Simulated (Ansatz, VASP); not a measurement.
## SrBrCl: VASP beside Ansatz

```
Sr Br Cl
1.0
     3.81171    0.00000    0.00000
    -1.90585    3.30104    0.00000
     0.00000    0.00000   18.00000
Sr Br Cl
1 1 1
Direct
  0.00000 0.00000 0.50600
  0.33333 0.66667 0.40134
  0.33333 0.66667 0.59866
```

Alike in both runs: task single point; functional PBE; k mesh 6 × 6 × 1; occupations gaussian, width 0.1 eV; no spin polarisation.

|  | VASP | Ansatz |
| --- | --- | --- |
| version | VASP 6.6.1 | Ansatz 0.2.0 |
| potentials or method | VASP PAW PBE potentials, release 64 (Sr_sv, Br, Cl), cutoff 520 eV | scalar-relativistic, plane waves, PAW |
| valence electrons in the cell | 24 | 24 |

|  | VASP | Ansatz | Ansatz less VASP |
| --- | --- | --- | --- |
| gap on the k mesh at the Fermi level (eV) | 4.11 | 4.12 | +0.011 |
| least direct gap on the mesh (eV) | 4.48 | 4.49 | +0.010 |
| rms of the force components (eV/Å) | 0.354 | 0.336 | -0.0180 |

Atom by atom the forces differ by 0.018 eV/Å (rms over components). Ansatz's warnings: slab cell height set, structure snapped to symmetry.
